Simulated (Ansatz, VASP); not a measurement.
Ge in VASP and in Ansatz

```
Ge
1.0
     4.01328    0.00000    0.00000
     0.00000    5.67563    0.00000
     0.00000    0.00000   18.00660
Ge
4
Cartesian
  0.0000 2.1101 8.0573
  2.0066 0.7277 8.0573
  2.0066 4.9479 9.9493
  0.0000 3.5655 9.9493
```

Alike in both runs: functional PBEsol; k mesh 7 × 5 × 1; occupations fermi-dirac, width 0.02 eV; no spin polarisation.

Ansatz relaxed the structure, and its values are those at the end. VASP's run is a single point on that final structure, the one shown.

|  | VASP | Ansatz |
| --- | --- | --- |
| version | VASP 6.6.1 | Ansatz 0.2.0 |
| potentials or method | VASP PAW PBE potentials, release 64 (Ge_d), cutoff 520 eV | all-electron LAPW, scalar-relativistic |

|  | VASP | Ansatz | Ansatz less VASP |
| --- | --- | --- | --- |
| rms of the force components (eV/Å) | 0.004 | 0.006 | +0.0017 |

VASP's potentials were made for PBE, not for PBEsol. Ansatz ran all-electron here, and VASP with PAW potentials.
